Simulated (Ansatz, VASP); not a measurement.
Given: the input of a run of Ansatz 0.2.0 on CuO.

Contents of input.yaml:

```yaml
crystal:
  lattice:
    - [2.0041536028, -2.1678123362, 0.0]
    - [2.0041536028, 2.1678123362, 0.0]
    - [0.0, 0.0, 5.1900742137]
  atoms:
    - { symbol: Cu, position: [0.5, 0.0, 0.0] }
    - { symbol: Cu, position: [0.0, 0.5, 0.5] }
    - { symbol: O, position: [0.5, 0.5, 0.25] }
    - { symbol: O, position: [0.5, 0.5, 0.75] }
kpoints:
  mp_grid: { grid: [9, 9, 5] }
scf:
  occupations: { method: fermi_dirac, width: 0.05 }
hamiltonian:
  xc: pbe
  pseudopotentials: { kind: all_electron, lapw: { basis_error: 0.001 } }
output:
  forces: true
  stress: true
  eigenvalues: true
```

Potentials or basis: all-electron LAPW, scalar-relativistic.

Launch:

```sh
$ ansatz run input.yaml --threads 2 --pin off --max-ram 6144MiB --backend cpu --events-out ev --progress --plain --runs-dir out
```

Translate it to VASP 6.6.1. Potentials there: VASP PAW PBE potentials, release 64 (Cu, O).

As run (the cutoff follows the program's own potentials):

Contents of INCAR:

```
SYSTEM = CuO
ALGO = Normal
EDIFF = 1E-7
ENCUT = 520
GGA = PE
ISIF = 2
ISMEAR = -1
LASPH = .True.
LCHARG = .True.
LELF = .True.
LREAL = .False.
LVHAR = .True.
LWAVE = .False.
NBANDS = 25
NELM = 100
PREC = Accurate
SIGMA = 0.05
```

KPOINTS

```
k-points
0
Gamma
  9 9 5
  0 0 0
```

The input POSCAR:

```
CuO
1.0
    2.0041536028     -2.1678123362      0.0000000000
    2.0041536028      2.1678123362      0.0000000000
    0.0000000000      0.0000000000      5.1900742137
Cu O
2 2
Direct
    0.5000000000      0.0000000000      0.0000000000
    0.0000000000      0.5000000000      0.5000000000
    0.5000000000      0.5000000000      0.2500000000
    0.5000000000      0.5000000000      0.7500000000
```

Potentials or basis: VASP PAW PBE potentials, release 64 (Cu, O).

Command:

```console
$ cat potpaw_PBE.64/Cu/POTCAR potpaw_PBE.64/O/POTCAR > POTCAR
$ mpirun -np 1 vasp_std > vasp.out
```

Both were run:

|  | VASP | Ansatz | Ansatz less VASP |
| --- | --- | --- | --- |
| gap on the k mesh at the Fermi level (eV) | none | none | - |
| pressure (GPa) | -0.9 | -1.6 | -0.62 |
| traceless stress, the component that is largest in VASP (GPa) | 0.99 | 1.19 | +0.200 |

A gap of «none» marks a metal or a gap that the smearing closes. Ansatz ran all-electron here, and VASP with PAW potentials.
